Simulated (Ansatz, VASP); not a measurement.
# Two plane-wave programs on Ti3Al3Cu2

```xyz
8
Lattice="2.8498 -0.0002 -0.0001 -0.0002 2.8491 0.0000 -0.0004 0.0004 14.7907" Properties=species:S:1:pos:R:3 pbc="T T T"
Ti   -0.0006    0.0004   10.8198
Ti    0.0003   -0.0003    3.9707
Ti   -0.0004    0.0003    0.0003
Al    1.4241    1.4249   12.7820
Al    1.4245    1.4245    2.0090
Al   -0.0001    0.0005    7.3953
Cu    1.4246    1.4245    8.9705
Cu    1.4254    1.4242    5.8198
```

Change from the starting cell: cell x1, atoms moved at random (sigma 0.1 Å) and cell strained at random (1.5 %), then relaxed without symmetry.

Alike in both runs: functional PBE; k mesh 8 × 8 × 2; occupations gaussian, width 0.2 eV; no spin polarisation.

Ansatz relaxed the structure, and its values are those at the end. VASP's run is a single point on that final structure, the one shown.

|  | VASP | Ansatz |
| --- | --- | --- |
| version | VASP 6.6.1 | Ansatz 0.2.0 |
| potentials or method | VASP PAW PBE potentials, release 64 (Ti_sv, Al, Cu), cutoff 520 eV | scalar-relativistic, plane waves, PAW |
| valence electrons in the cell | 67 | 83 |

```tsv
	VASP	Ansatz	Ansatz less VASP
gap on the k mesh at the Fermi level (eV)	none	none	-
pressure (GPa)	0.1	0.0	-0.10
rms of the force components (eV/Å)	0.006	0.002	-0.0038
```

A gap of «none» marks a metal or a gap that the smearing closes. The functional is the same, so the differences come from potentials, cutoffs and numerics. VASP's potentials hold 67 valence electrons a cell and Ansatz's 83, so a difference there can come from the potentials and not from the codes.
